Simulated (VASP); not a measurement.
# SrO in VASP: a series of runs, part 2 of 2

VASP 6.6.1. The steps go on from the part before.

### Step 3. Single point, PBE

This run uses another cell than the first one, of 20.65 Å³/atom, 1.194 times its volume.

Input file INCAR:

```
ALGO = Normal
EDIFF = 1E-6
ENCUT = 520
GGA = PE
ISIF = 2
ISMEAR = 0
LASPH = T
LCHARG = F
LREAL = F
LWAVE = F
NBANDS = 24
NELM = 80
PREC = Accurate
SIGMA = 0.02
```

Input file KPOINTS:

```
k-points
0
Gamma
  6 6 6
```

Input file POSCAR:

```
SrO
1.0
    4.2900016374      0.0000000000      0.0000000000
   -2.1450008187      3.7152504003      0.0000000000
    0.0000000000      0.0000000000      5.1832638693
Sr O
2 2
Direct
    0.3333333333      0.6666666667      0.9378404374
    0.6666666667      0.3333333333      0.4378404374
    0.3333333333      0.6666666667      0.4371595626
    0.6666666667      0.3333333333      0.9371595626
```

Potentials or basis: VASP PAW PBE potentials, release 64 (Sr_sv, O).

Run with:

```
$ cat potpaw_PBE.64/Sr_sv/POTCAR potpaw_PBE.64/O/POTCAR > POTCAR
$ mpirun -np 1 vasp_std > vasp.out
```

OUTCAR:

```text
EDIFF = 1E-6
   ENCUT = 520
   GGA = PE
   ISIF = 2
   ISMEAR = 0
   LASPH = T
   LREAL = F
   NELM = 80
   PREC = Accurate

 ion  position               nearest neighbor table
   1  0.333  0.667  0.938-   4 2.48   4 2.48   4 2.48   3 2.59   3 2.60   2 3.58   2 3.58   2 3.58
                             2 3.58   2 3.58   2 3.58
   2  0.667  0.333  0.438-   3 2.48   3 2.48   3 2.48   4 2.59   4 2.60   1 3.58   1 3.58   1 3.58
                             1 3.58   1 3.58   1 3.58
   3  0.333  0.667  0.437-   2 2.48   2 2.48   2 2.48   1 2.59   1 2.60
   4  0.667  0.333  0.937-   1 2.48   1 2.48   1 2.48   2 2.59   2 2.60

  LATTYP: Found a hexagonal cell.
 ALAT       =     4.2900016374
 C/A-ratio  =     1.2082195550

  Lattice vectors:

 A1 = (   4.2900016374,   0.0000000000,   0.0000000000)
 A2 = (  -2.1450008187,   3.7152504003,   0.0000000000)
 A3 = (   0.0000000000,   0.0000000000,   5.1832638693)

Analysis of symmetry for initial positions (statically):
=====================================================================
 Subroutine PRICEL returns:
 Original cell was already a primitive cell.

 Routine SETGRP: Setting up the symmetry group for a
 hexagonal supercell.

 Subroutine GETGRP returns: Found 12 space group operations
 (whereof  6 operations were pure point group operations)
 out of a pool of 24 trial point group operations.

The static configuration has the point symmetry C_3v.
 The point group associated with its full space group is C_6v.

Analysis of symmetry for dynamics (positions and initial velocities):
=====================================================================
 Subroutine PRICEL returns:
 Original cell was already a primitive cell.

 Routine SETGRP: Setting up the symmetry group for a
 hexagonal supercell.

 Subroutine GETGRP returns: Found 12 space group operations
 (whereof  6 operations were pure point group operations)
[... 124 lines left out ...]
   IALGO  =     38    algorithm
   IMIX   =      4    mixing-type and parameters
     AMIX     =   0.40;   BMIX     =  1.00
     AMIX_MAG =   1.60;   BMIX_MAG =  1.00
  volume/ion in A,a.u.               =      20.65       139.38
  Fermi-wavevector in a.u.,A,eV,Ry     =   1.193370  2.255143 19.376499  1.424133
  Thomas-Fermi vector in A             =   2.329386
   LORBIT       =      0    0 simple, 1 ext, 2 COOP (PROOUT), +10 PAW based schemes
   GGA     = PE    functional components
   LHFCALC =     F    Hartree Fock is set to
   AEXX    =    0.0000 exact exchange contribution
   IVDW    =     0    specifies the selected vdW correction
   LEPSILON=     F    determine dielectric tensor
   LRPA    =     F    only Hartree local field effects (RPA)
 non-spin polarized calculation
 Gauss-broadening in eV      SIGMA  =   0.02
  energy-cutoff  :      520.00
  volume of cell :       82.61
 maximum number of plane-waves:      2256
 NGX is ok and might be reduce to    32
   NGX = 15   NGY = 15   NGZ = 19

 number of electron      32.0000006 magnetization

 Free energy of the ion-electron system (eV)
  ---------------------------------------------------
  ext. energy  EPLUGINS =         0.00000000
  ---------------------------------------------------
  free energy    TOTEN  =       -23.90525801 eV

  energy without entropy =      -23.90525801  energy(sigma->0) =      -23.90525801

 E-fermi :   0.8652     XC(G=0):  -8.8881

 val. band max:        0.7124996188   @ k =   0.0000   0.0000   0.0000
 cond. band min:       3.3073023840   @ k =   0.0000   0.0000   0.0000
 fundamental gap:      2.5948027651
 Fermi energy:         0.8652469085

 k-point     1 :       0.0000    0.0000    0.0000
  band No.  band energies     occupation
      1     -31.7508      2.00000
      2     -31.5951      2.00000
      3     -14.2997      2.00000
      4     -14.2960      2.00000
      5     -14.2557      2.00000
      6     -13.8807      2.00000
[... 637 lines left out ...]
     23       9.0067      0.00000
     24       9.0067      0.00000

 [... further k-points ...]

------------------------ aborting loop because EDIFF is reached ----------------------------------------

  FORCE on cell =-STRESS in cart. coord.  units (eV):
  Direction    XX          YY          ZZ          XY          YZ          ZX
  --------------------------------------------------------------------------------------
  -------------------------------------------------------------------------------------
  Total        0.2282791      0.2282791      0.2370812      0.0000000      0.0000000      0.0000000
  in kB        4.4271867      4.4271867      4.5978933      0.0000000      0.0000000      0.0000000
  external PRESSURE =       4.4840889 kB  Pullay stress =       0.0000000 kB

 VOLUME and BASIS-vectors are now :
 -----------------------------------------------------------------------------
  energy-cutoff  :      520.00
  volume of cell :       82.61
      direct lattice vectors                 reciprocal lattice vectors
     4.290001637  0.000000000  0.000000000     0.233100144  0.134580431  0.000000000
    -2.145000819  3.715250400  0.000000000     0.000000000  0.269160862  0.000000000
     0.000000000  0.000000000  5.183263869     0.000000000  0.000000000  0.192928631

 POSITION                                       TOTAL-FORCE (eV/Angst)
 -----------------------------------------------------------------------------------
     -0.00000      2.47683      4.86107         0.000000     -0.000000     -0.006854
      2.14500      1.23842      2.26944        -0.000000      0.000000     -0.006854
     -0.00000      2.47683      2.26591         0.000000     -0.000000      0.006854
      2.14500      1.23842      4.85755        -0.000000      0.000000      0.006854
 -----------------------------------------------------------------------------------
    total drift:                               -0.000000      0.000000      0.000173

  FREE ENERGIE OF THE ION-ELECTRON SYSTEM (eV)
  ---------------------------------------------------
  free  energy   TOTEN  =       -23.9052580061 eV

  energy  without entropy=      -23.9052580061  energy(sigma->0) =      -23.90525801
```

OSZICAR:

```text
N       E                     dE             d eps       ncg     rms          rms(c)
DAV:   1     0.200599962929E+03    0.20060E+03   -0.16301E+04  1344   0.125E+03
DAV:   2    -0.149755353282E+02   -0.21558E+03   -0.20092E+03  1832   0.289E+02
DAV:   3    -0.292790002446E+02   -0.14303E+02   -0.14205E+02  2152   0.684E+01
DAV:   4    -0.296732900241E+02   -0.39429E+00   -0.39406E+00  1840   0.970E+00
DAV:   5    -0.296799311845E+02   -0.66412E-02   -0.66410E-02  1952   0.106E+00    0.233E+01
DAV:   6    -0.242134595925E+02    0.54665E+01   -0.26024E+01  1512   0.263E+01    0.280E+01
DAV:   7    -0.240084613983E+02    0.20500E+00   -0.19611E+00  1808   0.800E+00    0.164E+01
DAV:   8    -0.238981642064E+02    0.11030E+00   -0.52718E-01  1576   0.500E+00    0.241E+00
DAV:   9    -0.238973334363E+02    0.83077E-03   -0.48796E-02  1856   0.140E+00    0.517E-01
DAV:  10    -0.239043747917E+02   -0.70414E-02   -0.67488E-03  1400   0.481E-01    0.178E-01
DAV:  11    -0.239049340068E+02   -0.55922E-03   -0.19290E-03  1808   0.226E-01    0.118E-01
DAV:  12    -0.239052525793E+02   -0.31857E-03   -0.50682E-04  1352   0.121E-01    0.259E-02
DAV:  13    -0.239052573976E+02   -0.48183E-05   -0.24998E-05  1832   0.277E-02    0.142E-02
DAV:  14    -0.239052580061E+02   -0.60845E-06   -0.52916E-06  1456   0.140E-02
   1 F= -.23905258E+02 E0= -.23905258E+02  d E =-.243160E-29
```

Run time: 18 s. Hardware: 1 thread of Intel Xeon 6975P-C (Granite Rapids), shared host; peak memory 0.21 GiB.

What came out:

| Property | Result |
| --- | --- |
| Free energy | -23.9053 eV |
| Pressure | 0.4 GPa |
| Largest force | 0.007 eV/Å |
| Band gap on the k mesh | 2.59 eV, direct |

Forces in eV/Å, atoms in the order of the input:
```
Sr   0.000  0.000 -0.007
Sr   0.000  0.000 -0.007
O    0.000  0.000  0.007
O    0.000  0.000  0.007
```

A k mesh can miss the band edges. A hybrid or GW would open this gap; PBE tends to underestimate it.

### Step 4. Relaxation of cell and atoms, PBE

This run uses another cell than the first one, of 17.00 Å³/atom, 0.983 times its volume.

Input file INCAR:

```
PREC = Accurate
ENCUT = 600
EDIFF = 1E-7
ISMEAR = 0
SIGMA = 0.02
LREAL = F
LASPH = T
NELM = 80
ALGO = Normal
ISIF = 3
LWAVE = F
LCHARG = F
GGA = PE
IBRION = 2
NSW = 100
EDIFFG = -0.01
```

Input file KPOINTS:

```
regular mesh
0
Gamma
  6 6 4
```

Input file POSCAR:

```
SrO
1.0
    3.5532880902      0.0000000000      0.0000000000
   -1.7766440451      3.0772377531      0.0000000000
    0.0000000000      0.0000000000      6.2173039800
Sr O
2 2
Direct
    0.3333333300      0.6666666700      0.2500000000
    0.6666666700      0.3333333300      0.7500000000
    0.0000000000      0.0000000000      0.0000000000
    0.0000000000      0.0000000000      0.5000000000
```

Run with:

```
$ cat potpaw_PBE.64/Sr_sv/POTCAR potpaw_PBE.64/O/POTCAR > POTCAR
$ mpirun -np 1 vasp_std > vasp.out
```

Wall time 48 s (1 thread of Intel Xeon 6975P-C (Granite Rapids), shared host); peak memory 0.21 GiB.

It converged, with:

| Item | Value |
| --- | --- |
| Free energy | -23.7504 eV |
| Relaxed volume | 17.39 Å³/atom |
| Relaxed cell | a = 3.584 Å, b = 3.584 Å, c = 6.253 Å, α = 90.00°, β = 90.00°, γ = 120.00° |
| Space group after relaxing (to 0.05 Å) | P6_3/mmc (No. 194) |
| Energy gained by relaxing | 2.3 meV/atom |
| Ionic steps | 4 |
| Pressure after relaxing | 0.0 GPa |
| Band gap on the k mesh | 2.94 eV, direct |

The path:
```
step  energy change (eV)  largest force (eV/Å)  pressure (GPa)  volume (Å³)
   1              0.0000                0.0000            1.92        67.98
   2             -0.0084                0.0000           -0.54        70.01
   3             -0.0092                0.0000           -0.01        69.54
   4             -0.0093                0.0000            0.00        69.55
```

Final structure:
```
Sr O
1.0
     3.58372    0.00000    0.00000
    -1.79186    3.10359    0.00000
     0.00000    0.00000    6.25306
Sr O
2 2
Direct
  0.33333 0.66667 0.25000
  0.66667 0.33333 0.75000
  0.00000 0.00000 0.00000
  0.00000 0.00000 0.50000
```

Levels at points of the mesh, in eV from the valence-band top:
```tsv
k point	band 12	band 13	band 14	band 15	band 16	band 17	band 18	band 19	band 20
(0.00, 0.00, 0.00)	-1.01	-1.01	-0.76	-0.76	0.00	2.94	4.95	5.11	6.11
(0.50, 0.00, 0.00)	-1.45	-1.40	-1.36	-0.55	-0.24	3.05	5.60	5.88	8.04
(0.00, 0.00, 0.50)	-1.60	-0.91	-0.91	-0.91	-0.91	4.56	4.56	5.86	5.86
(0.50, 0.00, 0.50)	-1.74	-1.23	-1.23	-0.98	-0.98	4.26	4.26	6.56	6.56
```

### Step 5. Relaxation of cell and atoms, PBE

This run uses another cell than the first one, of 20.40 Å³/atom, 1.180 times its volume.

Input file INCAR:

```
SYSTEM = SrO
ALGO = Normal
EDIFF = 1E-6
EDIFFG = -0.01
ENCUT = 600
GGA = PE
IBRION = 2
ISIF = 3
ISMEAR = 0
LASPH = .True.
LCHARG = .False.
LREAL = .False.
LWAVE = .False.
NELM = 100
NSW = 100
PREC = Accurate
SIGMA = 0.02
```

Input file KPOINTS:

```
k-points
0
Gamma
  6 6 6
  0 0 0
```

Input file POSCAR:

```
SrO
1.0
    4.2754662656      0.0000000000      0.0000000000
   -2.1377331328      3.7026623990      0.0000000000
    0.0000000000      0.0000000000      5.1555949900
Sr O
2 2
Direct
    0.3333333300      0.6666666700      0.9381277000
    0.6666666700      0.3333333300      0.4381277000
    0.3333333300      0.6666666700      0.4368723000
    0.6666666700      0.3333333300      0.9368723000
```

Run with:

```
$ cat potpaw_PBE.64/Sr_sv/POTCAR potpaw_PBE.64/O/POTCAR > POTCAR
$ mpirun -np 1 vasp_std > vasp.out
```

Run time: 70 s. Hardware: 1 thread of Intel Xeon 6975P-C (Granite Rapids), shared host; peak memory 0.26 GiB.

The run converged. Its results:

* Free energy: -23.9084 eV
* Relaxed volume: 20.78 Å³/atom
* Relaxed cell: a = 4.299 Å, b = 4.299 Å, c = 5.193 Å, α = 90.00°, β = 90.00°, γ = 120.00°
* Space group after relaxing (to 0.05 Å): P6_3/mmc (No. 194)
* Energy gained by relaxing: 1.5 meV/atom
* Ionic steps: 5
* Pressure after relaxing: 0.0 GPa
* Largest force after relaxing: 0.009 eV/Å
* Band gap on the k mesh: 2.58 eV, direct

Forces on the atoms (eV/Å):
```
Sr   0.000  0.000 -0.009
Sr   0.000  0.000 -0.009
O    0.000  0.000  0.009
O    0.000  0.000  0.009
```

The path:
```
step  energy change (eV)  largest force (eV/Å)  pressure (GPa)  volume (Å³)
   1              0.0000                0.0139            1.29        81.62
   2             -0.0053                0.0092           -0.41        83.58
   3             -0.0059                0.0102            0.00        83.09
   4             -0.0059                0.0101           -0.01        83.12
   5             -0.0059                0.0086           -0.02        83.11
```

Final structure:
```
Sr O
1.0
     4.29903    0.00000    0.00000
    -2.14952    3.72307    0.00000
     0.00000    0.00000    5.19279
Sr O
2 2
Direct
  0.33333 0.66667 0.93794
  0.66667 0.33333 0.43794
  0.33333 0.66667 0.43706
  0.66667 0.33333 0.93706
```

Levels at points of the mesh, in eV from the valence-band top:
```
           k point  band 13  band 14  band 15  band 16  band 17  band 18  band 19  band 20
(0.00, 0.00, 0.00)    -0.87    -0.87    -0.37     0.00     2.58     6.08     6.08     7.01
(0.50, 0.00, 0.00)    -0.38    -0.38    -0.34    -0.26     4.27     4.80     5.04     6.99
(0.00, 0.00, 0.50)    -1.06    -1.06    -1.06    -1.06     4.27     4.27     7.75     7.75
(0.50, 0.00, 0.50)    -0.87    -0.87    -0.43    -0.43     4.89     4.89     7.30     7.30
```

### Step 6. Summary

```tsv
task	cell	k mesh	cutoff (eV)	gap on the mesh (eV)	pressure (GPa)	relaxed volume (Å³/atom)	largest force (eV/Å)
single point	a = 3.577, b = 3.577, c = 6.243 Å, angles 90.0, 90.0, 120.0°, 4 atoms	6 × 6 × 4	520	2.97	0.5	-	-
single point	a = 4.290, b = 4.290, c = 5.183 Å, angles 90.0, 90.0, 120.0°, 4 atoms	6 × 6 × 6	520	2.59	0.4	-	0.01
relaxation of cell and atoms	relaxed from a = 3.553, b = 3.553, c = 6.217 Å, angles 90.0, 90.0, 120.0°, 4 atoms	6 × 6 × 4	600	2.94	0.0	17.39	-
relaxation of cell and atoms	relaxed from a = 4.275, b = 4.275, c = 5.156 Å, angles 90.0, 90.0, 120.0°, 4 atoms	6 × 6 × 6	600	2.58	0.0	20.78	0.01
```

Alike in all rows: level PBE; potentials or basis VASP PAW PBE potentials, release 64 (Sr_sv, O); no spin polarisation; smearing gaussian 0.02 eV.

Absolute energies hang on the potentials; compare differences alone.
